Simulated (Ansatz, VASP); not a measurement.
## Ti: VASP beside Ansatz

```
Ti
1.0
     0.00000    2.03000    1.97925
     2.03000    0.00000    1.97925
     2.03000    2.03000    0.00000
Ti
1
Direct
  0.00000 0.00000 0.00000
```

Change from the starting cell: strain +0.000 along x and y, -0.025 along z, atoms carried along.

Alike in both runs: task single point; functional r2SCAN; k mesh 20 × 20 × 20; occupations gaussian, width 0.15 eV; no spin polarisation.

|  | VASP | Ansatz |
| --- | --- | --- |
| version | VASP 6.6.1 | Ansatz 0.2.0 |
| potentials or method | VASP PAW PBE potentials, release 64 (Ti_sv), cutoff 520 eV | scalar-relativistic, plane waves, PAW |
| valence electrons in the cell | 12 | 12 |

VASP gave:

| Item | Value |
| --- | --- |
| gap on the k mesh at the Fermi level (eV) | none |
| pressure (GPa) | 8.2 |
| traceless stress, the component that is largest in VASP (GPa) | 0.57 |

Question: What did Ansatz give for the same quantities?

Answer: gap on the k mesh at the Fermi level (eV): none; pressure (GPa): 7.7; traceless stress, the component that is largest in VASP (GPa): 0.56.

VASP's potentials were made for PBE, not for r2SCAN. A gap of «none» marks a metal or a gap that the smearing closes.
